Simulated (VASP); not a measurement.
Input of a VASP 6.6.1 run:

File INCAR:

```
PREC = Accurate
ENCUT = 520
EDIFF = 1E-6
ISMEAR = 0
SIGMA = 0.15
LREAL = F
LASPH = T
NELM = 80
ALGO = Normal
ISIF = 2
LWAVE = F
LCHARG = F
GGA = PE
NBANDS = 14
```

The input KPOINTS:

```
regular mesh
0
Gamma
  18 18 18
```

File POSCAR:

```
HfN
1.0
    0.0000000000      2.2590000000      2.2590000000
    2.2590000000      0.0000000000      2.2590000000
    2.2590000000      2.2590000000      0.0000000000
Hf N
1 1
Direct
    0.0000000000      0.0000000000      0.0000000000
    0.4178328774      0.5000000000      0.5000000000
```

Potentials or basis: VASP PAW PBE potentials, release 64 (Hf_pv, N).

Launch:

```console
$ cat potpaw_PBE.64/Hf_pv/POTCAR potpaw_PBE.64/N/POTCAR > POTCAR
$ mpirun -np 1 vasp_std > vasp.out
```

(1) Estimate the largest force.

(2) Estimate the pressure.

Answers

(1) 3.092 eV/Å.

(2) 12.2 GPa.

Caveat: the cell differs from its parent crystal (all N atoms moved +0.263 Å, as atom 2 towards its neighbour atom 2 (N) at 3.195 Å); forces of over 1 eV/Å act on the atoms, so gaps and moduli don't describe the material at rest.
